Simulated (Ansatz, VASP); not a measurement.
# Two plane-wave programs on Co

INCAR

```
ALGO = Normal
EDIFF = 1E-6
ENCUT = 520
GGA = CA
GGA_COMPAT = False
ISIF = 2
ISMEAR = -1
LASPH = True
LCHARG = False
LMAXMIX = 4
LORBIT = 11
LORBMOM = True
LREAL = False
LSORBIT = True
LWAVE = False
MAGMOM = 0 0 0
NBANDS = 20
NELM = 150
PREC = Accurate
SIGMA = 0.1
```

File KPOINTS:

```
k-points
0
Gamma
  16 16 16
```

Contents of POSCAR:

```
Co
1.0
   -1.3493415908      1.3493415908      1.3493415908
    1.3493415908     -1.3493415908      1.3493415908
    1.3493415908      1.3493415908     -1.3493415908
Co
1
Direct
    0.0000000000      0.0000000000      0.0000000000
```

Input for Ansatz:

```yaml
crystal:
  lattice:
    - [-1.3493415908, 1.3493415908, 1.3493415908]
    - [1.3493415908, -1.3493415908, 1.3493415908]
    - [1.3493415908, 1.3493415908, -1.3493415908]
  atoms:
    - { symbol: Co, position: [0.0, 0.0, 0.0] }
hamiltonian:
  xc: lda
  pseudopotentials:
    kind: paw_fr
    azcp:
      Co: "pseudopotentials/Co.paw.azcp"
basis:
  ecutwfc: 420
  fft_grid_basis: typed
kpoints:
  mp_grid: { grid: [16, 16, 16], shift: [0, 0, 0] }
magnetization:
  noncollinear: true
  spin_orbit: true
scf:
  occupations: { method: fermi_dirac, width: 0.1 }
```

Alike in both runs: task single point; functional LDA; k mesh 16 × 16 × 16; occupations fermi-dirac, width 0.1 eV; non-collinear spin, spin-orbit coupling.

|  | VASP | Ansatz |
| --- | --- | --- |
| version | VASP 6.6.1 | Ansatz 0.2.0 |
| potentials or method | VASP PAW LDA potentials, release 64 (Co), cutoff 520 eV | plane waves (420 eV) with PAW, fully relativistic with spin-orbit coupling |
| valence electrons in the cell | 9 | 17 |

|  | VASP | Ansatz | Ansatz less VASP |
| --- | --- | --- | --- |
| net moment per atom (μB) | 0.00 | 0.00 | 0.000 |

Ansatz warns that its potentials were made for another functional, while VASP's fit it. LDA's correlation is that of Perdew and Zunger in VASP and of Perdew and Wang (1992) in Ansatz. VASP's potentials hold 9 valence electrons a cell and Ansatz's 17, so a difference there can come from the potentials and not from the codes.
